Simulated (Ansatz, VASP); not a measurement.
## YTl: VASP beside Ansatz

The input INCAR:

```
SYSTEM = YTl
ALGO = Normal ; EDIFF = 1E-6
ENCUT = 520 ; GGA = CA
ISIF = 2 ; ISMEAR = -1
LASPH = .True. ; LCHARG = .False.
LREAL = .False. ; LWAVE = .False.
NBANDS = 19 ; NELM = 60
PREC = Accurate ; SIGMA = 0.08
```

The input KPOINTS:

```
k-points
0
Gamma
  11 11 11
  0 0 0
```

POSCAR

```
YTl
1.0
    3.7510000000     -0.0375100000     -0.0375100000
   -0.0375100000      3.7510000000     -0.0375100000
   -0.0375100000     -0.0375100000      3.7510000000
Y Tl
1 1
Direct
    0.5000000000      0.5000000000      0.5000000000
    0.0000000000      0.0000000000      0.0000000000
```

Input for Ansatz:

```yaml
crystal:
  lattice:
    - [3.751, -0.03751, -0.03751]
    - [-0.03751, 3.751, -0.03751]
    - [-0.03751, -0.03751, 3.751]
  atoms:
    - { symbol: "Y", position: [0.5, 0.5, 0.5] }
    - { symbol: Tl, position: [0.0, 0.0, 0.0] }
kpoints:
  mp_grid: { grid: [11, 11, 11] }
  band_path:
    path:
      - [0.0, 0.0, 0.0]
      - [0.5, 0.0, 0.0]
      - [0.5, -0.5, 0.5]
      - [0.4804921086, -0.5195078914, 0.4804921086]
      - [0.4804921086, 0.4804921086, 0.4804921086]
      - [0.0, 0.0, 0.0]
      - [0.5, -0.5, 0.0]
    npoints: 5
scf:
  occupations: { method: fermi_dirac, width: 0.08 }
hamiltonian:
  xc: lda
  pseudopotentials: { kind: all_electron, lapw: { basis_error: 0.00025 } }
output:
  forces: true
  stress: true
  eigenvalues: true
```

Change from the starting cell: equal xy, yz and zx shear strains of -2 %.

Alike in both runs: task single point; functional LDA; k mesh 11 × 11 × 11; occupations fermi-dirac, width 0.08 eV; no spin polarisation.

|  | VASP | Ansatz |
| --- | --- | --- |
| version | VASP 6.6.1 | Ansatz 0.2.0 |
| potentials or method | VASP PAW LDA potentials, release 64 (Y_sv, Tl_d), cutoff 520 eV | all-electron LAPW, scalar-relativistic |

Ansatz gave:

| Quantity | Value |
| --- | --- |
| pressure (GPa) | -2.9 |
| traceless stress, the component that is largest in VASP (GPa) | 0.77 |

**Question.** Estimate VASP's values.

**Answer.** Pressure (GPa): -2.8; traceless stress, the component that is largest in VASP (GPa): 0.78.

LDA's correlation is that of Perdew and Zunger in VASP and of Perdew and Wang (1992) in Ansatz. Ansatz ran all-electron here, and VASP with PAW potentials.

Neither program's run includes spin-orbit coupling.
